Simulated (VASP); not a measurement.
Write the native input for VASP 6.6.1 that does the following.

```yaml
Task: single point
Functional: PBE
Potentials_or_basis: VASP PAW PBE potentials, release 64 (Hf_pv, Si)
Cutoff: 520 eV
k_mesh: 6 × 4 × 4
Occupations: gaussian, width 0.2 eV
Spin: no spin polarisation
Dipole_correction: no
Further_INCAR_settings: ALGO = Normal; EDIFF = 1e-07; NBANDS = 43
```

The structure of Hf2Si3 lies in POSCAR:

```
Hf2Si3
1.0
    3.7309464464      0.0000000000      0.0000000000
    0.0000000000      6.4621888055      0.0000000000
    0.0000000000      0.0000000000      7.6132521093
Hf Si
4 6
Direct
    0.0000000000      0.3333333333      0.8041780214
    0.5000000000      0.8333333333      0.8041780214
    0.5000000000      0.1666666667      0.1958219786
    1.0000000000      0.6666666667      0.1958219786
    0.5000000000      0.5000000000      0.0000000000
    0.0000000000      0.0000000000      0.0000000000
    0.0000000000      0.3333333333      0.4280926879
    0.5000000000      0.8333333333      0.4280926879
    0.5000000000      0.1666666667      0.5719073121
    1.0000000000      0.6666666667      0.5719073121
```

One way to write it, as run:

INCAR

```
SYSTEM = Hf2Si3
PREC     = Accurate       ! precision mode
ENCUT    = 520            ! plane-wave cutoff, eV
EDIFF    = 1E-7           ! SCF threshold, eV
ISMEAR   = 0              ! smearing method
SIGMA    = 0.2            ! smearing width, eV
LREAL    = .FALSE.        ! projectors in reciprocal space
LASPH    = .TRUE.         ! aspherical terms in the spheres
NELM     = 80             ! most SCF steps
ALGO     = Normal         ! electronic algorithm
ISIF     = 2              ! what is computed and relaxed
LWAVE    = .FALSE.        ! write WAVECAR
LCHARG   = .FALSE.        ! write CHGCAR
GGA      = PE             ! functional
NBANDS   = 43             ! bands
```

KPOINTS

```
Automatic mesh
0
G
  6 4 4
  0 0 0
```

Potentials or basis: VASP PAW PBE potentials, release 64 (Hf_pv, Si).

Command:

```console
$ cat potpaw_PBE.64/Hf_pv/POTCAR potpaw_PBE.64/Si/POTCAR > POTCAR
$ mpirun -np 1 vasp_std > vasp.out
```

Results of the run:

```yaml
Pressure: 0.0 GPa
Largest_force: 0.034 eV/Å
Band_gap_on_the_k_mesh: zero (bands 32 and 33 overlap by 0.60 eV)
```

Caveat: spin-orbit coupling is left out, which moves the levels of the heavy elements.

Wall time 5.1 min on 1 thread of Intel(R) Xeon(R) Platinum 8488C (Sapphire Rapids) (shared host), peak memory 0.4 GiB.
